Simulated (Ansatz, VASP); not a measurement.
Two plane-wave programs on V2SiN2

File INCAR:

```
  PREC = Accurate
  ENCUT = 600
  EDIFF = 1E-6
  ISMEAR = 0
  SIGMA = 0.1
  LREAL = False
  LASPH = True
  NELM = 80
  ALGO = Normal
  ISIF = 3
  LWAVE = False
  LCHARG = False
  GGA = PE
  IBRION = 2
  NSW = 100
  EDIFFG = -0.01
```

Contents of KPOINTS:

```
regular mesh
0
Gamma
  12 12 10
```

The input POSCAR:

```
V2SiN2
1.0
    4.1004629595      0.0000000000      0.0000000000
   -2.0502314798      3.5511050902      0.0000000000
    0.0000000000      0.0000000000      3.8508857201
V Si N
2 1 2
Direct
    0.3333333333      0.6666666667      0.0000000000
    0.6666666667      0.3333333333      0.5000000000
    0.0000000000      0.0000000000      0.5000000000
    0.3333333333      0.6666666667      0.5000000000
    0.6666666667      0.3333333333      0.0000000000
```

Input for Ansatz:

```yaml
crystal:
  lattice:
    - [4.1004629595, 0.0, 0.0]
    - [-2.0502314798, 3.5511050902, 0.0]
    - [0.0, 0.0, 3.8508857201]
  atoms:
    - { symbol: V, position: [0.3333333333, 0.6666666667, 0.0] }
    - { symbol: V, position: [0.6666666667, 0.3333333333, 0.5] }
    - { symbol: Si, position: [0.0, 0.0, 0.5] }
    - { symbol: "N", position: [0.3333333333, 0.6666666667, 0.5] }
    - { symbol: "N", position: [0.6666666667, 0.3333333333, 0.0] }
basis:
  ecutwfc: 420
kpoints:
  mp_grid: { grid: [12, 12, 10] }
hamiltonian:
  xc: pbe
scf:
  occupations: { method: gaussian, width: 0.1 }
output:
  forces: true
  stress: true
  eigenvalues: true
relax:
  adjacent_minimum: "off"
  f_tol: 0.01
  max_steps: 80
  cell: { stress_tol: 0.05 }
```

Alike in both runs: task relaxation of cell and atoms; functional PBE; k mesh 12 × 12 × 10; occupations gaussian, width 0.1 eV; no spin polarisation.

|  | VASP | Ansatz |
| --- | --- | --- |
| version | VASP 6.6.1 | Ansatz 0.2.0 |
| potentials or method | VASP PAW PBE potentials, release 64 (V_sv, Si, N), cutoff 600 eV | scalar-relativistic, plane waves, PAW |
| valence electrons in the cell | 40 | 40 |

```csv
,VASP,Ansatz,Ansatz less VASP
"gap on the k mesh at the Fermi level, each at its own relaxed structure (eV)",none,none,-
relaxed volume (Å³/atom),11.28,11.28,-0.002
relaxed cell length with the largest relative difference (Å),3.844,3.839,-0.0042
```

A gap of «none» marks a metal or a gap that the smearing closes.
